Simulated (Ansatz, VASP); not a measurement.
## One calculation of InBi, two programs

INCAR

```
PREC = Accurate
ENCUT = 500
EDIFF = 1E-6
ISMEAR = 0
SIGMA = 0.1
LREAL = F
LASPH = T
NELM = 120
ALGO = Normal
ISIF = 2
LWAVE = F
LCHARG = F
GGA = CA
NBANDS = 21
GGA_COMPAT = F
```

Contents of KPOINTS:

```
regular mesh
0
Gamma
  6 6 6
```

The input POSCAR:

```
InBi
1.0
    0.0000000000      3.3835383100      3.3835383100
    3.3835383100      0.0000000000      3.3835383100
    3.3835383100      3.3835383100      0.0000000000
In Bi
1 1
Direct
    0.0000000000      0.0000000000      0.0000000000
    0.2500000000      0.2500000000      0.2500000000
```

Input for Ansatz:

```yaml
crystal:
  lattice:
    - [0.0, 3.38353831, 3.38353831]
    - [3.38353831, 0.0, 3.38353831]
    - [3.38353831, 3.38353831, 0.0]
  atoms:
    - { symbol: In, position: [0.0, 0.0, 0.0] }
    - { symbol: Bi, position: [0.25, 0.25, 0.25] }
basis:
  ecutwfc: 420
kpoints:
  mp_grid: { grid: [6, 6, 6] }
hamiltonian:
  xc: lda
scf:
  occupations: { method: gaussian, width: 0.1 }
output:
  forces: true
  stress: true
  eigenvalues: true
```

Alike in both runs: task single point; functional LDA; k mesh 6 × 6 × 6; occupations gaussian, width 0.1 eV; no spin polarisation.

|  | VASP | Ansatz |
| --- | --- | --- |
| version | VASP 6.6.1 | Ansatz 0.2.0 |
| potentials or method | VASP PAW LDA potentials, release 64 (In_d, Bi_d), cutoff 500 eV | scalar-relativistic, plane waves, PAW |
| valence electrons in the cell | 28 | 28 |

|  | VASP | Ansatz | Ansatz less VASP |
| --- | --- | --- | --- |
| gap on the k mesh at the Fermi level (eV) | none | none | - |
| pressure (GPa) | -1.8 | -1.8 | -0.03 |

LDA's correlation is that of Perdew and Zunger in VASP and of Perdew and Wang (1992) in Ansatz. A gap of «none» marks a metal or a gap that the smearing closes.

Neither program's run includes spin-orbit coupling.
